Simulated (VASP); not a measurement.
# SnO: relaxation of cell and atoms with r2SCAN+rVV10

The system is SnO.

```
CELL_PARAMETERS angstrom
0.00000 2.68664 2.68664
2.68664 0.00000 2.68664
2.68664 2.68664 0.00000
ATOMIC_POSITIONS crystal
Sn 0.00000 0.00000 0.00000
O 0.75000 0.75000 0.75000
```

```json
{
  "Program": "VASP 6.6.1",
  "Task": "relaxation of cell and atoms",
  "Functional": "r2SCAN",
  "Dispersion": "rVV10",
  "Potentials or basis": "VASP PAW PBE potentials, release 64 (Sn_d, O)",
  "Cutoff": "660 eV",
  "k mesh": "8 × 8 × 8",
  "Occupations": "fermi-dirac, width 0.03 eV",
  "Spin": "no spin polarisation",
  "Dipole correction": "no",
  "Further INCAR settings": "ALGO = Normal; EDIFF = 1e-07; IBRION = 2; EDIFFG = -0.01; NSW = 100; ISIF = 3"
}
```

* Relaxed volume: 19.64 Å³/atom
* Relaxed cell: a = 3.815 Å, b = 3.815 Å, c = 3.815 Å, α = 60.00°, β = 60.00°, γ = 60.00°
* Space group after relaxing (to 0.1 Å): F-43m (No. 216)
* Energy gained by relaxing: 0.5 meV/atom
* Ionic steps: 2
* Pressure after relaxing: -0.1 GPa
* Band gap on the k mesh: zero (bands 10 and 11 overlap by 0.19 eV)

Step by step:
```csv
step,energy change (eV),largest force (eV/Å),pressure (GPa),volume (Å³)
1,0.0000,0.0000,0.72,38.78
2,-0.0010,0.0000,-0.07,39.27
```

Final structure:
```
Sn O
1.0
     0.00000    2.69790    2.69790
     2.69790    0.00000    2.69790
     2.69790    2.69790    0.00000
Sn O
1 1
Direct
  0.00000 0.00000 0.00000
  0.75000 0.75000 0.75000
```

Levels at points of the mesh, in eV from the Fermi level:
| k point | band 8 | band 9 | band 10 | band 11 | band 12 | band 13 |
| --- | --- | --- | --- | --- | --- | --- |
| (0.00, 0.00, 0.00) | -4.08 | -4.08 | -4.08 | 4.66 | 4.66 | 4.66 |
| (0.50, 0.00, 0.00) | -4.52 | -4.52 | -2.50 | 1.67 | 4.79 | 4.79 |
| (0.50, 0.50, 0.00) | -5.30 | -5.30 | -0.70 | -0.17 | 5.47 | 5.47 |

Wall time 8.5 min on 1 thread of Intel Xeon 8259CL, on a shared host, peak memory 0.34 GiB.

Caveat: semilocal functionals underestimate gaps, and a narrow one can read as zero; the PAW data sets were made with another functional, which shifts forces and pressure a little; spin-orbit coupling is left out, which moves the levels of the heavy elements.
